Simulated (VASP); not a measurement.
A run of VASP 6.6.1 is set up as follows.

Contents of INCAR:

```
PREC = Accurate ; ENCUT = 520
EDIFF = 1E-6 ; ISMEAR = 0
SIGMA = 0.02 ; LREAL = F
LASPH = T ; NELM = 150
ALGO = Normal ; ISIF = 2
LWAVE = F ; LCHARG = F
ISPIN = 2 ; MAGMOM = 4.59 4.59 0.11 0.11 0.11 0.11
LORBIT = 11 ; LMAXMIX = 4
GGA = PS ; NBANDS = 40
```

File KPOINTS:

```
Automatic mesh
0
Gamma
  6 6 8
```

The input POSCAR:

```
MnF2
1.0
    4.6025480426      0.0000000000      0.0000000000
    0.0000000000      4.6025480426      0.0000000000
    0.0000000000      0.0000000000      3.2456304607
Mn F
2 4
Direct
    0.0000000000      0.0000000000      0.0000000000
    0.5000000000      0.5000000000      0.5000000000
    0.3054037514      0.3054037514      0.0000000000
    0.1945962486      0.8054037514      0.5000000000
    0.6945962486      0.6945962486      0.0000000000
    0.8054037514      0.1945962486      0.5000000000
```

Potentials or basis: VASP PAW PBE potentials, release 64 (Mn_pv, F).

Run with:

```bash
$ cat potpaw_PBE.64/Mn_pv/POTCAR potpaw_PBE.64/F/POTCAR > POTCAR
$ mpirun -np 1 vasp_std > vasp.out
```

**Question.** Predict the band gap on the k mesh.

**Answer.** 0.64 eV.

**Question.** Predict the largest force.

**Answer.** 0.016 eV/Å.

**Question.** Predict the net moment.

**Answer.** 10.00 μB per cell.

Forces on the atoms (eV/Å):
```
Mn   0.000  0.000  0.000
Mn   0.000  0.000  0.000
F    0.011  0.011  0.000
F   -0.011  0.011  0.000
F   -0.011 -0.011  0.000
F    0.011 -0.011  0.000
```

Caveat: the PAW data sets were made with another functional, which shifts forces and pressure a little; the run started ferromagnetic, and an antiferromagnetic order may lie lower in energy. A k mesh can miss the band edges.
